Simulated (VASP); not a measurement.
Wanted: the native input for a VASP 6.6.1 run.

| Property | Result |
| --- | --- |
| Task | single point |
| Functional | LDA |
| Potentials or basis | VASP PAW LDA potentials, release 64 (Al, Ni) |
| Cutoff | 520 eV |
| k mesh | 7 × 7 × 7 |
| Occupations | fermi-dirac, width 0.1 eV |
| Spin | collinear spin, ferromagnetic start |
| Starting moments | [0.0, 1.0] μB |
| Dipole correction | no |
| Further INCAR settings | ALGO = Normal; EDIFF = 1e-06; NBANDS = 18 |

The structure of AlNi lies in POSCAR:

```
AlNi
1.0
    2.8691800000     -0.0578400000      0.0015600000
   -0.0578400000      2.9876700000     -0.0504200000
    0.0015600000     -0.0504200000      2.8739200000
Al Ni
1 1
Direct
    0.9977500000      0.0111100000      0.9934100000
    0.5000333386      0.4937437443      0.5032996457
```

One way to write it, as run:

INCAR

```
SYSTEM = AlNi
ALGO = Normal
EDIFF = 1E-6
ENCUT = 520
ISIF = 2
ISMEAR = -1
ISPIN = 2
LASPH = .TRUE.
LCHARG = .TRUE.
LELF = .TRUE.
LMAXMIX = 4
LORBIT = 11
LREAL = .FALSE.
LVHAR = .TRUE.
LWAVE = .FALSE.
MAGMOM = 0 1
NBANDS = 18
NELM = 150
PREC = Accurate
SIGMA = 0.1
```

KPOINTS

```
k-points
0
G
  7 7 7
  0 0 0
```

Potentials or basis: VASP PAW LDA potentials, release 64 (Al, Ni).

Run with:

```sh
$ cat potpaw_LDA.64/Al/POTCAR potpaw_LDA.64/Ni/POTCAR > POTCAR
$ mpirun -np 1 vasp_std > vasp.out
```

Results of the run:

```
Pressure                                              : -11.6 GPa
Largest force                                         : 0.233 eV/Å
Net moment                                            : 0.00 μB per cell
Valence electrons inside the program's atomic spheres : Al 0.80; Ni 9.45
```

It took 40 s on 1 thread of Intel(R) Xeon(R) 6975P-C (Granite Rapids), on a shared host, peak memory 0.22 GiB.
